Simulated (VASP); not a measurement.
# HPt3 in VASP: single point with PBE

Aim: the single point of HPt3 with PBE.

All numbers are computed with VASP 6.6.1; they aren't measurements. Logs are shortened: lines on timing, memory, paths and dates and some standing lists are left out, and cuts for length are marked.

**1. The cell of the first run**

The cell holds a slab with vacuum, 4 atoms: a = 2.807 Å, b = 2.807 Å, c = 19.351 Å, α = 90.00°, β = 90.00°, γ = 90.00°.

**2. Single point, PBE**

The input, INCAR:

```
ALGO = Normal ; DIPOL = 0.5 0.5 0.345
EDIFF = 1E-6 ; ENCUT = 520
GGA = PE ; IDIPOL = 3
ISIF = 2 ; ISMEAR = 0
LASPH = True ; LCHARG = True
LDIPOL = True ; LELF = True
LREAL = False ; LVACPOTAV = True
LVHAR = True ; LWAVE = False
NBANDS = 24 ; NELM = 60
PREC = Accurate ; SIGMA = 0.1
```

The input, KPOINTS:

```
k-points
0
Gamma
  9 9 1
```

The input, POSCAR:

```
HPt3
1.0
    2.8071640668      0.0000000000      0.0000000000
    0.0000000000      2.8071640668      0.0000000000
    0.0000000000      0.0000000000     19.3513900635
Pt H
3 1
Direct
    0.5000000000      0.5000000000      0.2067034971
    0.0000000000      0.0000000000      0.3062505493
    0.5000000000      0.5000000000      0.4057274458
    0.5000000000      1.0000000000      0.4610158521
```

Potentials or basis: VASP PAW PBE potentials, release 64 (Pt, H).

The run is started by

```console
$ cat potpaw_PBE.64/Pt/POTCAR potpaw_PBE.64/H/POTCAR > POTCAR
$ mpirun -np 1 vasp_std > vasp.out
```

OUTCAR:

```text
EDIFF = 1E-6
   ENCUT = 520
   GGA = PE
   ISIF = 2
   ISMEAR = 0
   LASPH = True
   LREAL = False
   NELM = 60
   PREC = Accurate

 ion  position               nearest neighbor table
   1  0.500  0.500  0.207-   2 2.77   2 2.77   2 2.77   2 2.77
   2  0.000  0.000  0.306-   3 2.77   3 2.77   3 2.77   3 2.77   1 2.77   1 2.77   1 2.77   1 2.77

   3  0.500  0.500  0.406-   4 1.76   4 1.76   2 2.77   2 2.77   2 2.77   2 2.77
   4  0.500  0.000  0.461-   3 1.76   3 1.76

  LATTYP: Found a simple tetragonal cell.
 ALAT       =     2.8071640668
 C/A-ratio  =     6.8935728739

  Lattice vectors:

 A1 = (   2.8071640668,   0.0000000000,   0.0000000000)
 A2 = (   0.0000000000,   2.8071640668,   0.0000000000)
 A3 = (   0.0000000000,   0.0000000000,  19.3513900635)

Analysis of symmetry for initial positions (statically):
=====================================================================
 Subroutine PRICEL returns:
 Original cell was already a primitive cell.

 Routine SETGRP: Setting up the symmetry group for a
 simple tetragonal supercell.

 Subroutine GETGRP returns: Found  4 space group operations
 (whereof  4 operations were pure point group operations)
 out of a pool of 16 trial point group operations.

The static configuration has the point symmetry C_2v.

Analysis of symmetry for dynamics (positions and initial velocities):
=====================================================================
 Subroutine PRICEL returns:
 Original cell was already a primitive cell.

 Routine SETGRP: Setting up the symmetry group for a
 simple tetragonal supercell.

 Subroutine GETGRP returns: Found  4 space group operations
 (whereof  4 operations were pure point group operations)
 out of a pool of 16 trial point group operations.

The dynamic configuration has the point symmetry C_2v.

 Subroutine INISYM returns: Found  4 space group operations
 (whereof  4 operations are pure point group operations),
 and found     1 'primitive' translations

----------------------------------------------------------------------------------------

                                     Primitive cell

  volume of cell :     152.4922

  direct lattice vectors                    reciprocal lattice vectors
[... 92 lines left out ...]
   EDIFFG = 0.1E-04   stopping-criterion for IOM
   NSW    =      0    number of steps for IOM
   IBRION =     -1    ionic relax: 0-MD 1-quasi-New 2-CG
   NFREE  =      0    steps in history (QN), initial steepest desc. (CG)
   ISIF   =      2    stress and relaxation
   ISYM   =      2    0-nonsym 1-usesym 2-fastsym
   POTIM  = 0.5000    time-step for ionic-motion
   TEBEG  =    0.0;   TEEND  =   0.0 temperature during run
   PSTRESS=    0.0 pullay stress
   NELECT =      31.0000    total number of electrons
   NUPDOWN=      -1.0000    fix difference up-down
   EMIN   =  10.00;   EMAX   =-10.00  energy-range for DOS
   EFERMI =   0.00;   METHOD = LEGACY
   ISMEAR =     0;   SIGMA  =   0.10  broadening in eV -4-tet -1-fermi 0-gaus
   EFERMI_NEDOS =   21; number of points for ismear=-14 and -15
   IALGO  =     38    algorithm
   IMIX   =      4    mixing-type and parameters
     AMIX     =   0.40;   BMIX     =  1.00
     AMIX_MAG =   1.60;   BMIX_MAG =  1.00
  volume/ion in A,a.u.               =      38.12       257.27
  Fermi-wavevector in a.u.,A,eV,Ry     =   0.962601  1.819051 12.607158  0.926600
  Thomas-Fermi vector in A             =   2.092074
   LORBIT       =      0    0 simple, 1 ext, 2 COOP (PROOUT), +10 PAW based schemes
   GGA     = PE    functional components
   LHFCALC =     F    Hartree Fock is set to
   AEXX    =    0.0000 exact exchange contribution
   IVDW    =     0    specifies the selected vdW correction
   LEPSILON=     F    determine dielectric tensor
   LRPA    =     F    only Hartree local field effects (RPA)
 non-spin polarized calculation
 Gauss-broadening in eV      SIGMA  =   0.10
  energy-cutoff  :      520.00
  volume of cell :      152.49
 maximum number of plane-waves:      4159
 NGX is ok and might be reduce to    24
   NGX = 11   NGY = 11   NGZ = 71

 dipolmoment           0.000000      0.000000      0.002372 electrons x Angstroem

 number of electron      30.9999999 magnetization

 dipolmoment           0.000000      0.000000     -0.006310 electrons x Angstroem

 Free energy of the ion-electron system (eV)
  ---------------------------------------------------
  ext. energy  EPLUGINS =         0.00000000
  ---------------------------------------------------
  free energy    TOTEN  =       -20.50411476 eV

  energy without entropy =      -20.47144201  energy(sigma->0) =      -20.48777838

 E-fermi :  -0.5486     XC(G=0):  -5.1659

 val. band max:       -0.5597705058   @ k =   0.0000   0.4444   0.0000
 cond. band min:      -0.5458703310   @ k =   0.0000   0.0000   0.0000
 fundamental gap:      0.0139001748
 Fermi energy:        -0.5486164058

 k-point     1 :       0.0000    0.0000    0.0000
  band No.  band energies     occupation
      1      -9.8565      2.00000
      2      -8.1057      2.00000
      3      -6.7314      2.00000
      4      -6.5520      2.00000
      5      -5.5843      2.00000
      6      -4.4322      2.00000
[... 637 lines left out ...]
     23       9.6642      0.00000
     24      10.2478      0.00000

 [... further k-points ...]

------------------------ aborting loop because EDIFF is reached ----------------------------------------

  FORCE on cell =-STRESS in cart. coord.  units (eV):
  Direction    XX          YY          ZZ          XY          YZ          ZX
  --------------------------------------------------------------------------------------
  -------------------------------------------------------------------------------------
  Total       -2.0283156     -2.6344476      1.2757184      0.0000000      0.0000000      0.0000000
  in kB      -21.3107310    -27.6791266     13.4034820      0.0000000      0.0000000      0.0000000
  external PRESSURE =     -11.8621252 kB  Pullay stress =       0.0000000 kB

 VOLUME and BASIS-vectors are now :
 -----------------------------------------------------------------------------
  energy-cutoff  :      520.00
  volume of cell :      152.49
      direct lattice vectors                 reciprocal lattice vectors
     2.807164067  0.000000000  0.000000000     0.356231405  0.000000000  0.000000000
     0.000000000  2.807164067  0.000000000     0.000000000  0.356231405  0.000000000
     0.000000000  0.000000000 19.351390063     0.000000000  0.000000000  0.051675874

 POSITION                                       TOTAL-FORCE (eV/Angst)
 -----------------------------------------------------------------------------------
      1.40358      1.40358      4.00000         0.000000      0.000000     -0.081179
      0.00000      0.00000      5.92637         0.000000      0.000000     -0.516892
      1.40358      1.40358      7.85139         0.000000      0.000000      0.581627
      1.40358      0.00000      8.92130         0.000000      0.000000      0.016444
 -----------------------------------------------------------------------------------
    total drift:                                0.000000      0.000000     -0.000183

  FREE ENERGIE OF THE ION-ELECTRON SYSTEM (eV)
  ---------------------------------------------------
  free  energy   TOTEN  =       -20.5041147556 eV

  energy  without entropy=      -20.4714420075  energy(sigma->0) =      -20.48777838

 vacuum level on the upper side and lower side of the slab         5.020         5.164
```

OSZICAR:

```text
N       E                     dE             d eps       ncg     rms          rms(c)
DAV:   1     0.187142898548E+03    0.18714E+03   -0.12770E+04  1200   0.105E+03
DAV:   2    -0.142581451728E+02   -0.20140E+03   -0.17745E+03  1472   0.220E+02
DAV:   3    -0.218280026975E+02   -0.75699E+01   -0.73063E+01  1480   0.450E+01
[... 18 lines left out ...]
DAV:  22    -0.205041060766E+02   -0.78613E-05   -0.22915E-07   952   0.233E-03    0.138E-03
DAV:  23    -0.205041087742E+02   -0.26976E-05   -0.62139E-08   960   0.116E-03    0.123E-03
DAV:  24    -0.205041126844E+02   -0.39102E-05   -0.84404E-08   888   0.152E-03    0.446E-04
DAV:  25    -0.205041141408E+02   -0.14564E-05   -0.32243E-08   928   0.913E-04    0.376E-04
DAV:  26    -0.205041147556E+02   -0.61475E-06   -0.12268E-08   872   0.567E-04
   1 F= -.20504115E+02 E0= -.20487778E+02  d E =-.326727E-01
```

Run time: 3.3 min. Hardware: 1 thread of Intel Xeon 8259CL, shared host; peak memory 0.32 GiB.

What came out:

- Free energy: -20.5041 eV
- Largest force: 0.582 eV/Å
- Band gap on the k mesh: zero (an odd number of electrons rules out a gap without spin polarisation)

Forces in eV/Å, atoms in the order of the input:
```
Pt   0.000  0.000 -0.081
Pt   0.000  0.000 -0.517
Pt   0.000  0.000  0.582
H    0.000  0.000  0.016
```

Levels at points of the mesh, in eV from the Fermi level:
```tsv
k point	band 12	band 13	band 14	band 15	band 16	band 17	band 18	band 19	band 20	band 21
(0.00, 0.00, 0.00)	-1.57	-1.41	-1.36	-0.55	0.00	0.07	0.09	1.45	5.19	5.72
```

Caveat: spin-orbit coupling is left out, which moves the levels of the heavy elements.
